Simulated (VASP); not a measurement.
# NaCl (Pm-3m) in VASP: a series of runs, part 2 of 2

VASP 6.6.1.

## 4. Single point, PBE0

This run uses another cell than the first one, of 20.62 Å³/atom.

The input, POSCAR:

```
NaCl
1.0
    3.4548573058      0.0000000000      0.0000000000
    0.0000000000      3.4548573058      0.0000000000
    0.0000000000      0.0000000000      3.4548573058
Cl Na
1 1
Direct
    0.5000000000      0.5000000000      0.5000000000
    0.0000000000      0.0000000000      0.0000000000
```

The input, INCAR.step1:

```
ALGO     = Normal         # electronic algorithm
EDIFF    = 1E-5           # SCF threshold, eV
ENCUT    = 520            # plane-wave cutoff, eV
GGA      = PE             # functional
ISIF     = 2              # what is computed and relaxed
ISMEAR   = -1             # smearing method
LASPH    = T              # aspherical terms in the spheres
LCHARG   = F              # write CHGCAR
LREAL    = F              # projectors in reciprocal space
LWAVE    = T              # write WAVECAR
NBANDS   = 14             # bands
NELM     = 60             # most SCF steps
PREC     = Accurate       # precision mode
SIGMA    = 0.05           # smearing width, eV
```

The input, INCAR.step2:

```
AEXX     = 0.25           # exact-exchange fraction
ALGO     = Normal         # electronic algorithm
EDIFF    = 1E-6           # SCF threshold, eV
ENCUT    = 520            # plane-wave cutoff, eV
GGA      = PE             # functional
ISIF     = 2              # what is computed and relaxed
ISMEAR   = -1             # smearing method
ISTART   = 1            
LASPH    = T              # aspherical terms in the spheres
LCHARG   = F              # write CHGCAR
LHFCALC  = T              # exact exchange
LREAL    = F              # projectors in reciprocal space
LWAVE    = F              # write WAVECAR
NBANDS   = 14             # bands
NELM     = 60             # most SCF steps
PREC     = Accurate       # precision mode
PRECFOCK = Normal       
SIGMA    = 0.05           # smearing width, eV
```

The input, KPOINTS:

```
k-points
0
Gamma
  4 4 4
```

Potentials or basis: VASP PAW PBE potentials, release 64 (Cl, Na_pv).

Launch:

```sh
$ cat potpaw_PBE.64/Cl/POTCAR potpaw_PBE.64/Na_pv/POTCAR > POTCAR
$ cp INCAR.step1 INCAR
$ mpirun -np 1 vasp_std > vasp.out
$ cp INCAR.step2 INCAR
$ mpirun -np 1 vasp_std > vasp.out
```

OUTCAR:

```text
AEXX = 0.25
   EDIFF = 1E-6
   ENCUT = 520
   GGA = PE
   ISIF = 2
   ISMEAR = -1
   ISTART = 1
   LASPH = T
   LHFCALC = T
   LREAL = F
   NELM = 60
   PREC = Accurate
   PRECFOCK = Normal

 ion  position               nearest neighbor table
   1  0.500  0.500  0.500-
   2  0.000  0.000  0.000-

  LATTYP: Found a simple cubic cell.
 ALAT       =     3.4548573058

  Lattice vectors:

 A1 = (   3.4548573058,   0.0000000000,   0.0000000000)
 A2 = (   0.0000000000,   3.4548573058,   0.0000000000)
 A3 = (   0.0000000000,   0.0000000000,   3.4548573058)

Analysis of symmetry for initial positions (statically):
=====================================================================
 Subroutine PRICEL returns:
 Original cell was already a primitive cell.

 Routine SETGRP: Setting up the symmetry group for a
 simple cubic supercell.

 Subroutine GETGRP returns: Found 48 space group operations
 (whereof 48 operations were pure point group operations)
 out of a pool of 48 trial point group operations.

The static configuration has the point symmetry O_h .

Analysis of symmetry for dynamics (positions and initial velocities):
=====================================================================
 Subroutine PRICEL returns:
 Original cell was already a primitive cell.

 Routine SETGRP: Setting up the symmetry group for a
 simple cubic supercell.

 Subroutine GETGRP returns: Found 48 space group operations
 (whereof 48 operations were pure point group operations)
 out of a pool of 48 trial point group operations.

The dynamic configuration has the point symmetry O_h .

 Subroutine INISYM returns: Found 48 space group operations
 (whereof 48 operations are pure point group operations),
 and found     1 'primitive' translations

----------------------------------------------------------------------------------------

                                     Primitive cell

  volume of cell :      41.2373
[... 109 lines left out ...]
   ENCUTFOCK=  -1.0 apply spherical cutoff to Coloumb kernel
   IVDW    =     0    specifies the selected vdW correction
   LEPSILON=     F    determine dielectric tensor
   LRPA    =     F    only Hartree local field effects (RPA)
 non-spin polarized calculation
  energy-cutoff  :      520.00
  volume of cell :       41.24
 maximum number of plane-waves:      1141
 NGX is ok and might be reduce to    28
  NGX = 20; NGY = 20; NGZ = 20

 number of electron      14.0000001 magnetization

 Free energy of the ion-electron system (eV)
  ---------------------------------------------------
  ext. energy  EPLUGINS =         0.00000000
  ---------------------------------------------------
  free energy    TOTEN  =        -8.09170733 eV

  energy without entropy =       -8.09170733  energy(sigma->0) =       -8.09170733

 E-fermi :   0.5236     XC(G=0):  -6.7713

 val. band max:       -0.6180521563   @ k =   0.5000   0.5000   0.0000
 cond. band min:       5.5663140742   @ k =   0.0000   0.0000   0.0000
 fundamental gap:      6.1843662304
 Fermi energy:         0.5236478679

 k-point     1 :       0.0000    0.0000    0.0000
  band No.  band energies     occupation
      1     -24.8186      2.00000
      2     -24.8186      2.00000
      3     -24.8186      2.00000
      4     -15.4300      2.00000
      5      -1.1895      2.00000
      6      -1.1895      2.00000
      7      -1.1895      2.00000
      8       5.5663      0.00000
      9      10.0260      0.00000
     10      10.0260      0.00000
     11      17.9722      0.00000
     12      18.0211      0.00000
     13      18.0314      0.00000
     14      18.0386      0.00000
[... 139 lines left out ...]
      1     -24.8465      2.00000
      2     -24.8465      2.00000
      3     -24.8465      2.00000
      4     -14.3494      2.00000
      5      -2.7629      2.00000
      6      -2.7629      2.00000
      7      -2.7629      2.00000
      8       8.5789      0.00000
      9       8.5789      0.00000
     10       8.5789      0.00000
     11      13.7798      0.00000
     12      18.2368      0.00000
     13      18.2368      0.00000
     14      18.2368      0.00000

------------------------ aborting loop because EDIFF is reached ----------------------------------------

  FORCE on cell =-STRESS in cart. coord.  units (eV):
  Direction    XX          YY          ZZ          XY          YZ          ZX
  --------------------------------------------------------------------------------------
  -------------------------------------------------------------------------------------
  Total        0.1576021      0.1576021      0.1576021     -0.0000000      0.0000000     -0.0000000
  in kB        6.1232549      6.1232549      6.1232549     -0.0000000      0.0000000     -0.0000000
  external PRESSURE =       6.1232549 kB  Pullay stress =       0.0000000 kB

 VOLUME and BASIS-vectors are now :
 -----------------------------------------------------------------------------
  energy-cutoff  :      520.00
  volume of cell :       41.24
      direct lattice vectors                 reciprocal lattice vectors
     3.454857306  0.000000000  0.000000000     0.289447555  0.000000000  0.000000000
     0.000000000  3.454857306  0.000000000     0.000000000  0.289447555  0.000000000
     0.000000000  0.000000000  3.454857306     0.000000000  0.000000000  0.289447555

 POSITION                                       TOTAL-FORCE (eV/Angst)
 -----------------------------------------------------------------------------------
      1.72743      1.72743      1.72743         0.000000      0.000000      0.000000
      0.00000      0.00000      0.00000         0.000000      0.000000      0.000000
 -----------------------------------------------------------------------------------
    total drift:                                0.000003      0.000001      0.000002

  FREE ENERGIE OF THE ION-ELECTRON SYSTEM (eV)
  ---------------------------------------------------
  free  energy   TOTEN  =        -8.0917073266 eV

  energy  without entropy=       -8.0917073266  energy(sigma->0) =       -8.09170733
```

It took 7.2 min on 1 thread of Intel Xeon 8259CL, shared host; peak memory 0.15 GiB.

Results:

| Quantity | Value |
| --- | --- |
| Free energy | -8.0917 eV |
| Pressure | 0.6 GPa |
| Band gap on the k mesh | 6.18 eV (least direct gap 6.76 eV) |

Levels at points of the mesh, in eV from the valence-band top:
```tsv
k point	band 5	band 6	band 7	band 8	band 9	band 10
(0.00, 0.00, 0.00)	-0.57	-0.57	-0.57	6.18	10.64	10.64
(0.50, 0.00, 0.00)	-3.36	-0.30	-0.30	9.17	11.17	12.73
(0.50, 0.50, 0.00)	-2.61	-2.61	0.00	7.60	12.21	13.63
(0.50, 0.50, 0.50)	-2.14	-2.14	-2.14	9.20	9.20	9.20
```

Caveat: the k points lie up to 0.45 Å⁻¹ apart; the PAW data sets were made with another functional, which shifts forces and pressure a little.

## 5. Single point, PBE0

This run uses another cell than the first one, of 21.05 Å³/atom.

The input, POSCAR:

```
NaCl
1.0
    3.4786846609      0.0000000000      0.0000000000
    0.0000000000      3.4786846609      0.0000000000
    0.0000000000      0.0000000000      3.4786846609
Cl Na
1 1
Direct
    0.5000000000      0.5000000000      0.5000000000
    0.0000000000      0.0000000000      0.0000000000
```

The input, INCAR.step1:

```
  PREC = Accurate
  ENCUT = 520
  EDIFF = 1E-5
  ISMEAR = -1
  SIGMA = 0.05
  LREAL = F
  LASPH = T
  NELM = 60
  ALGO = Normal
  ISIF = 2
  LWAVE = T
  LCHARG = F
  NBANDS = 14
  GGA = PE
```

The input, INCAR.step2:

```
  PREC = Accurate
  ENCUT = 520
  EDIFF = 1E-6
  ISMEAR = -1
  SIGMA = 0.05
  LREAL = F
  LASPH = T
  NELM = 60
  ALGO = Normal
  ISIF = 2
  LWAVE = F
  LCHARG = F
  GGA = PE
  LHFCALC = T
  AEXX = 0.25
  PRECFOCK = Normal
  NBANDS = 14
  ISTART = 1
```

The input, KPOINTS:

```
regular mesh
0
Gamma
  4 4 4
```

Potentials or basis: VASP PAW PBE potentials, release 64 (Cl, Na_pv).

Launch:

```sh
$ cat potpaw_PBE.64/Cl/POTCAR potpaw_PBE.64/Na_pv/POTCAR > POTCAR
$ cp INCAR.step1 INCAR
$ mpirun -np 1 vasp_std > vasp.out
$ cp INCAR.step2 INCAR
$ mpirun -np 1 vasp_std > vasp.out
```

OUTCAR:

```text
PREC = Accurate
   ENCUT = 520
   EDIFF = 1E-6
   ISMEAR = -1
   LREAL = F
   LASPH = T
   NELM = 60
   ISIF = 2
   GGA = PE
   LHFCALC = T
   AEXX = 0.25
   PRECFOCK = Normal
   ISTART = 1

 ion  position               nearest neighbor table
   1  0.500  0.500  0.500-
   2  0.000  0.000  0.000-

  LATTYP: Found a simple cubic cell.
 ALAT       =     3.4786846609

  Lattice vectors:

 A1 = (   3.4786846609,   0.0000000000,   0.0000000000)
 A2 = (   0.0000000000,   3.4786846609,   0.0000000000)
 A3 = (   0.0000000000,   0.0000000000,   3.4786846609)

Analysis of symmetry for initial positions (statically):
=====================================================================
 Subroutine PRICEL returns:
 Original cell was already a primitive cell.

 Routine SETGRP: Setting up the symmetry group for a
 simple cubic supercell.

 Subroutine GETGRP returns: Found 48 space group operations
 (whereof 48 operations were pure point group operations)
 out of a pool of 48 trial point group operations.

The static configuration has the point symmetry O_h .

[... 163 lines left out ...]
      2     -24.9856      2.00000
      3     -24.9856      2.00000
      4     -15.4981      2.00000
      5      -1.3186      2.00000
      6      -1.3186      2.00000
      7      -1.3186      2.00000
      8       5.3397      0.00000
      9       9.8981      0.00000
     10       9.8981      0.00000
     11      17.6141      0.00000
     12      17.6142      0.00000
     13      17.6158      0.00000
     14      17.8089      0.00000
[... 139 lines left out ...]
      1     -25.0115      2.00000
      2     -25.0115      2.00000
      3     -25.0115      2.00000
      4     -14.4728      2.00000
      5      -2.8407      2.00000
      6      -2.8407      2.00000
      7      -2.8407      2.00000
      8       8.4275      0.00000
      9       8.4275      0.00000
     10       8.4275      0.00000
     11      13.4577      0.00000
     12      17.8711      0.00000
     13      17.8711      0.00000
     14      17.8711      0.00000

------------------------ aborting loop because EDIFF is reached ----------------------------------------

  FORCE on cell =-STRESS in cart. coord.  units (eV):
  Direction    XX          YY          ZZ          XY          YZ          ZX
  --------------------------------------------------------------------------------------
  -------------------------------------------------------------------------------------
  Total        0.0023137      0.0023137      0.0023137     -0.0000000     -0.0000000      0.0000000
  in kB        0.0880590      0.0880590      0.0880590     -0.0000000     -0.0000000      0.0000000
  external PRESSURE =       0.0880590 kB  Pullay stress =       0.0000000 kB

 VOLUME and BASIS-vectors are now :
 -----------------------------------------------------------------------------
  energy-cutoff  :      520.00
  volume of cell :       42.10
      direct lattice vectors                 reciprocal lattice vectors
     3.478684661  0.000000000  0.000000000     0.287464975  0.000000000  0.000000000
     0.000000000  3.478684661  0.000000000     0.000000000  0.287464975  0.000000000
     0.000000000  0.000000000  3.478684661     0.000000000  0.000000000  0.287464975

 POSITION                                       TOTAL-FORCE (eV/Angst)
 -----------------------------------------------------------------------------------
      1.73934      1.73934      1.73934         0.000000      0.000000      0.000000
      0.00000      0.00000      0.00000         0.000000      0.000000      0.000000
 -----------------------------------------------------------------------------------
    total drift:                                0.000002      0.000001      0.000002

  FREE ENERGIE OF THE ION-ELECTRON SYSTEM (eV)
  ---------------------------------------------------
  free  energy   TOTEN  =        -8.0935527826 eV

  energy  without entropy=       -8.0935527826  energy(sigma->0) =       -8.09355278
```

OSZICAR.step1:

```text
N       E                     dE             d eps       ncg     rms          rms(c)
DAV:   1     0.106036759965E+03    0.10604E+03   -0.71186E+03   280   0.105E+03
DAV:   2     0.184046710258E+01   -0.10420E+03   -0.95333E+02   316   0.282E+02
DAV:   3    -0.657757243897E+01   -0.84180E+01   -0.83691E+01   340   0.730E+01
DAV:   4    -0.670969073722E+01   -0.13212E+00   -0.13208E+00   310   0.100E+01
DAV:   5    -0.671272602391E+01   -0.30353E-02   -0.30351E-02   376   0.154E+00    0.231E+00
DAV:   6    -0.648751570230E+01    0.22521E+00   -0.30279E-01   356   0.340E+00    0.165E+00
DAV:   7    -0.645748934599E+01    0.30026E-01   -0.92869E-02   380   0.184E+00    0.114E+00
DAV:   8    -0.645767006340E+01   -0.18072E-03   -0.10770E-02   298   0.943E-01    0.416E-01
DAV:   9    -0.645744906383E+01    0.22100E-03   -0.43665E-04   364   0.157E-01    0.190E-01
DAV:  10    -0.645752598549E+01   -0.76922E-04   -0.22360E-04   292   0.113E-01    0.273E-02
DAV:  11    -0.645752382308E+01    0.21624E-05   -0.89382E-06   334   0.272E-02
   1 F= -.64575238E+01 E0= -.64575238E+01  d E =-.353342E-10
```

It took 7.1 min on 1 thread of Intel Xeon 8259CL, shared host; peak memory 0.15 GiB.

What came out:

- Free energy: -8.0936 eV
- Pressure: 0.0 GPa
- Band gap on the k mesh: 6.11 eV (least direct gap 6.66 eV)

Caveat: the k points lie up to 0.45 Å⁻¹ apart; the PAW data sets were made with another functional, which shifts forces and pressure a little. A k mesh can miss the band edges.

## 6. Single point, PBE0

This run uses another cell than the first one, of 21.48 Å³/atom.

The input, POSCAR:

```
NaCl
1.0
    3.5021900000      0.0000000000      0.0000000000
    0.0000000000      3.5021900000      0.0000000000
    0.0000000000      0.0000000000      3.5021900000
Cl Na
1 1
Direct
    0.5000000000      0.5000000000      0.5000000000
    0.0000000000      0.0000000000      0.0000000000
```

The input, INCAR.step1:

```
PREC = Accurate
ENCUT = 520
EDIFF = 1E-5
ISMEAR = -1
SIGMA = 0.05
LREAL = False
LASPH = True
NELM = 80
ALGO = Normal
ISIF = 2
LWAVE = True
LCHARG = False
NBANDS = 14
GGA = PE
```

The input, INCAR.step2:

```
PREC = Accurate
ENCUT = 520
EDIFF = 1E-7
ISMEAR = -1
SIGMA = 0.05
LREAL = False
LASPH = True
NELM = 80
ALGO = Normal
ISIF = 2
LWAVE = False
LCHARG = False
GGA = PE
LHFCALC = True
AEXX = 0.25
PRECFOCK = Normal
NBANDS = 14
ISTART = 1
```

The input, KPOINTS:

```
Automatic mesh
0
Gamma
  4 4 4
```

Potentials or basis: VASP PAW PBE potentials, release 64 (Cl, Na_pv).

Launch:

```sh
$ cat potpaw_PBE.64/Cl/POTCAR potpaw_PBE.64/Na_pv/POTCAR > POTCAR
$ cp INCAR.step1 INCAR
$ mpirun -np 1 vasp_std > vasp.out
$ cp INCAR.step2 INCAR
$ mpirun -np 1 vasp_std > vasp.out
```

Wall time 7.9 min (1 thread of Intel Xeon 8259CL, shared host); peak memory 0.15 GiB.

It converged, with:

- Free energy: -8.0923 eV
- Pressure: -0.5 GPa
- Band gap on the k mesh: 6.03 eV (least direct gap 6.57 eV)

Levels at points of the mesh, in eV from the valence-band top:
```tsv
k point	band 4	band 5	band 6	band 7	band 8	band 9	band 10	band 11
(0.00, 0.00, 0.00)	-14.66	-0.53	-0.53	-0.53	6.03	10.68	10.68	18.18
(0.50, 0.00, 0.00)	-14.27	-3.16	-0.28	-0.28	9.03	10.86	12.74	14.17
(0.50, 0.50, 0.00)	-13.98	-2.46	-2.46	0.00	7.60	12.11	13.33	13.33
(0.50, 0.50, 0.50)	-13.68	-2.01	-2.01	-2.01	9.19	9.19	9.19	14.05
```

Caveat: the k points lie up to 0.45 Å⁻¹ apart; the PAW data sets were made with another functional, which shifts forces and pressure a little. A k mesh can miss the band edges.

## 7. The runs side by side

```tsv
level	potentials or basis	cell	k mesh	cutoff (eV)	grid for exact exchange (PRECFOCK)	share of exact exchange	gap on the mesh (eV)	pressure (GPa)
r2SCAN	VASP PAW PBE potentials, release 64 (Cl, Na_sv)	a = 3.571 Å, 2 atoms	8 × 8 × 8	1250	-	-	4.58	-2.3
PBE0	VASP PAW PBE potentials, release 64 (Cl, Na_pv)	a = 3.431 Å, 2 atoms	4 × 4 × 4	520	Normal	0.25	6.27	1.3
PBE0	VASP PAW PBE potentials, release 64 (Cl, Na_pv)	a = 3.455 Å, 2 atoms	4 × 4 × 4	520	Normal	0.25	6.18	0.6
PBE0	VASP PAW PBE potentials, release 64 (Cl, Na_pv)	a = 3.479 Å, 2 atoms	4 × 4 × 4	520	Normal	0.25	6.11	0.0
PBE0	VASP PAW PBE potentials, release 64 (Cl, Na_pv)	a = 3.502 Å, 2 atoms	4 × 4 × 4	520	Normal	0.25	6.03	-0.5
```

Alike in all rows: task single point; no spin polarisation; smearing fermi-dirac 0.05 eV.

Caveats: some runs use coarse meshes; the PAW data sets were made with another functional, which shifts forces and pressure a little.

Absolute energies hang on the potentials; compare differences alone.
